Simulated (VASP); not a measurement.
**Ti: single point with PBEsol**

Crystal: Ti.

```
CELL_PARAMETERS angstrom
2.63393 0.00000 0.00000
0.00000 2.63393 0.00000
0.00000 0.00000 2.63393
ATOMIC_POSITIONS crystal
Ti 0.00000 0.00000 0.00000
```

This cell differs from its parent crystal: volume scaled by 1.04.

* Program: VASP 6.6.1
* Task: single point
* Functional: PBEsol
* Potentials or basis: VASP PAW PBE potentials, release 64 (Ti_sv)
* Cutoff: 520 eV
* k mesh: 14 × 14 × 14
* Occupations: fermi-dirac, width 0.1 eV
* Spin: no spin polarisation
* Dipole correction: no
* Further INCAR settings: ALGO = Normal; EDIFF = 1e-06; NBANDS = 12

```yaml
Pressure: -3.4 GPa
Band_gap_on_the_k_mesh: zero (band 6 reaches 8.12 eV, above the bottom of band 7 at 6.18 eV)
```

Levels at points of the mesh, in eV from the Fermi level:
| k point | band 3 | band 4 | band 5 | band 6 | band 7 | band 8 | band 9 | band 10 |
| --- | --- | --- | --- | --- | --- | --- | --- | --- |
| (0.00, 0.00, 0.00) | -32.20 | -32.20 | -5.72 | -1.29 | -1.29 | 3.94 | 3.94 | 3.94 |
| (0.50, 0.00, 0.00) | -32.12 | -32.12 | -1.87 | -0.57 | -0.20 | 2.06 | 2.06 | 4.11 |
| (0.50, 0.50, 0.00) | -32.96 | -32.05 | -2.70 | -0.11 | 2.48 | 2.48 | 5.10 | 5.21 |
| (0.50, 0.50, 0.50) | -32.84 | -32.84 | -1.18 | -1.18 | -1.18 | 5.20 | 5.20 | 9.05 |

It took 40 s on 1 thread of AMD EPYC 7R13 (shared host), peak memory 0.11 GiB.

Caveat: the PAW data sets were made with another functional, which shifts forces and pressure a little.
